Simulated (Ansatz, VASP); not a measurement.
## One calculation of C, two programs

```
C
1.0
     1.76997    0.00000    0.00000
     0.00000    1.76997    0.00000
     0.00000    0.00000    1.76997
C
1
Cartesian
  0.0000 0.0000 0.0000
```

Alike in both runs: task single point; functional r2SCAN; k mesh 20 × 20 × 20; occupations fermi-dirac, width 0.1 eV; no spin polarisation.

|  | VASP | Ansatz |
| --- | --- | --- |
| version | VASP 6.6.1 | Ansatz 0.2.0 |
| potentials or method | VASP PAW PBE potentials, release 64 (C), cutoff 520 eV | plane waves (500 eV) with PAW, scalar-relativistic |
| valence electrons in the cell | 4 | 4 |

|  | VASP | Ansatz | Ansatz less VASP |
| --- | --- | --- | --- |
| pressure (GPa) | 5.2 | 4.5 | -0.62 |

VASP's potentials were made for PBE, not for r2SCAN. With one functional, cell and mesh, what is left measures potentials, basis and numerics.
